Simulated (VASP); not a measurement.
## GaSb: single point with PBEsol

The system is GaSb.

```xyz
2
Lattice="-1.5864 2.7275 2.9501 1.5864 -2.7275 2.9501 1.5864 2.7275 -2.9501" Properties=species:S:1:pos:R:3 pbc="T T T"
Sb    0.0000    0.0000    2.9501
Ga    0.0000    0.0000    0.0000
```

```
Program                : VASP 6.6.1
Task                   : single point
Functional             : PBEsol
Potentials or basis    : VASP PAW PBE potentials, release 64 (Sb, Ga_d)
Cutoff                 : 520 eV
k mesh                 : 10 × 10 × 10
Occupations            : fermi-dirac, width 0.05 eV
Spin                   : no spin polarisation
Dipole correction      : no
Further INCAR settings : ALGO = Normal; EDIFF = 1e-06; NBANDS = 16
```

```
Pressure               : -5.5 GPa
Band gap on the k mesh : zero (band 9 reaches 7.52 eV, above the bottom of band 10 at 3.44 eV)
```

Stress tensor (GPa, compression positive):
```
-4.80  0.00  0.00
 0.00 -5.66  0.00
 0.00  0.00 -6.18
```

Levels at points of the mesh, in eV from the Fermi level:
```tsv
k point	band 6	band 7	band 8	band 9	band 10	band 11	band 12	band 13
(0.00, 0.00, 0.00)	-11.53	-3.36	-1.97	-1.57	3.45	5.00	5.91	7.17
(0.50, 0.00, 0.00)	-10.26	-7.68	-0.18	1.50	1.86	2.48	4.51	6.79
(0.00, 0.50, 0.00)	-7.96	-5.75	-1.95	-0.38	-0.21	1.20	2.62	3.57
(0.50, 0.50, 0.00)	-7.95	-4.69	-3.10	-1.88	-1.57	3.39	3.72	6.17
(0.50, 0.50, 0.50)	-9.36	-5.76	-4.74	-4.46	3.15	6.96	9.06	9.63
```

Wall time 60 s on 1 thread of Intel(R) Xeon(R) Platinum 8488C (Sapphire Rapids) (shared host), peak memory 0.28 GiB.

Caveat: the PAW data sets were made with another functional, which shifts forces and pressure a little; spin-orbit coupling is left out, which moves the levels of the heavy elements.
